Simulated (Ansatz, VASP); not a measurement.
## Al2Cu in VASP and in Ansatz

```
Cu Al
1.0
    -2.99250    2.99250    2.40554
     2.99250   -2.99250    2.40554
     2.99250    2.99250   -2.40554
Cu Al
2 4
Direct
  0.25000 0.25000 0.00000
  0.75000 0.75000 0.00000
  0.34190 0.15810 0.50000
  0.84190 0.34190 0.18380
  0.65810 0.84190 0.50000
  0.15810 0.65810 0.81620
```

Change from the starting cell: volume scaled by 0.96.

Alike in both runs: task single point; functional PBEsol; k mesh 7 × 7 × 7; occupations fermi-dirac, width 0.05 eV; no spin polarisation.

|  | VASP | Ansatz |
| --- | --- | --- |
| version | VASP 6.6.1 | Ansatz 0.2.0 |
| potentials or method | VASP PAW PBE potentials, release 64 (Cu, Al), cutoff 520 eV | all-electron LAPW, scalar-relativistic |

|  | VASP | Ansatz | Ansatz less VASP |
| --- | --- | --- | --- |
| gap on the k mesh at the Fermi level (eV) | none | none | - |
| pressure (GPa) | 1.0 | 0.8 | -0.20 |
| traceless stress, the component that is largest in VASP (GPa) | 0.26 | 0.26 | -0.002 |
| rms of the force components (eV/Å) | 0.021 | 0.023 | +0.0012 |

VASP's potentials were made for PBE, not for PBEsol. Atom by atom the forces differ by 0.001 eV/Å (rms over components). A gap of «none» marks a metal or a gap that the smearing closes. Ansatz ran all-electron here, and VASP with PAW potentials.
